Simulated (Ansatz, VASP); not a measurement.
InSe: VASP beside Ansatz

INCAR

```
SYSTEM = InSe
ALGO = Normal ; EDIFF = 1E-6
ENCUT = 520 ; GGA = PE
ISIF = 2 ; ISMEAR = 0
LASPH = .True. ; LCHARG = .True.
LELF = .True. ; LREAL = .False.
LVHAR = .True. ; LWAVE = .False.
NBANDS = 27 ; NELM = 100
PREC = Accurate ; SIGMA = 0.05
```

Contents of KPOINTS:

```
k-points
0
Gamma
  8 8 6
  0 0 0
```

The input POSCAR:

```
InSe
1.0
    5.8878909526     -2.1345623443      0.0453164279
    5.8878909526      2.1345623443      0.0453164279
   -1.5459825095      0.0000000000      5.0781431589
In Se
2 2
Direct
    0.8838990171      0.8919028941      0.0533034054
    0.1080971059      0.1161009829      0.9466965946
    0.6721477865      0.6605107405      0.6952062322
    0.3394892595      0.3278522135      0.3047937678
```

Input for Ansatz:

```yaml
crystal:
  lattice:
    - [5.8878909526, -2.1345623443, 0.0453164279]
    - [5.8878909526, 2.1345623443, 0.0453164279]
    - [-1.5459825095, 0.0, 5.0781431589]
  atoms:
    - { symbol: In, position: [0.8838990171, 0.8919028941, 0.0533034054] }
    - { symbol: In, position: [0.1080971059, 0.1161009829, 0.9466965946] }
    - { symbol: Se, position: [0.6721477865, 0.6605107405, 0.6952062322] }
    - { symbol: Se, position: [0.3394892595, 0.3278522135, 0.3047937678] }
basis:
  ecutwfc: 420
kpoints:
  mp_grid: { grid: [8, 8, 6] }
hamiltonian:
  xc: pbe
  pseudopotentials: { kind: paw, azcp: { folder: soft_1 } }
scf:
  occupations: { method: gaussian, width: 0.05 }
output:
  forces: true
  stress: true
  eigenvalues: true
```

Change from the starting cell: mode 9 frozen in at -0.024 Å, strain +e along z and -e/2 along x and y -0.0700.

Alike in both runs: task single point; functional PBE; k mesh 8 × 8 × 6; occupations gaussian, width 0.05 eV; no spin polarisation.

|  | VASP | Ansatz |
| --- | --- | --- |
| version | VASP 6.6.1 | Ansatz 0.2.0 |
| potentials or method | VASP PAW PBE potentials, release 64 (In_d, Se), cutoff 520 eV | scalar-relativistic, plane waves, PAW |
| valence electrons in the cell | 38 | 58 |

VASP gave:

| Item | Value |
| --- | --- |
| gap on the k mesh at the Fermi level (eV) | 0.84 |
| least direct gap on the mesh (eV) | 0.99 |
| pressure (GPa) | -0.5 |
| traceless stress, the component that is largest in VASP (GPa) | -0.93 |
| rms of the force components (eV/Å) | 0.170 |

Problem. Estimate Ansatz's values.

Solution. gap on the k mesh at the Fermi level (eV): 0.84; least direct gap on the mesh (eV): 1.00; pressure (GPa): -0.5; traceless stress, the component that is largest in VASP (GPa): -0.93; rms of the force components (eV/Å): 0.167.

Atom by atom the forces differ by 0.007 eV/Å (rms over components). VASP's potentials hold 38 valence electrons a cell and Ansatz's 58, so a difference there can come from the potentials and not from the codes.
